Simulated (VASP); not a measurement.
# Sc: single point with PBE

The system is Sc.

```xyz
1
Lattice="-1.5668 1.5668 1.5668 1.5668 -1.5668 1.5668 1.5668 1.5668 -1.5668" Properties=species:S:1:pos:R:3 pbc="T T T"
Sc    0.0000    0.0000    0.0000
```

- Program: VASP 6.6.1
- Task: single point
- Functional: PBE
- Potentials or basis: VASP PAW PBE potentials, release 64 (Sc_sv)
- Cutoff: 500 eV
- k mesh: 17 × 17 × 17
- Occupations: fermi-dirac, width 0.05 eV
- Spin: no spin polarisation

```
Pressure : 51.4 GPa
```

Levels at points of the mesh, in eV from the Fermi level:
```
           k point  band 1  band 2  band 3  band 4  band 5  band 6  band 7  band 8  band 9  band 10
(0.00, 0.00, 0.00)  -48.60  -26.31  -26.31  -26.31   -5.63    2.05    2.05    2.05    4.45     4.45
```

Run time: 16 s on 1 thread of Intel(R) Xeon(R) Platinum 8488C (Sapphire Rapids), with other jobs on the host, peak memory 0.14 GiB.
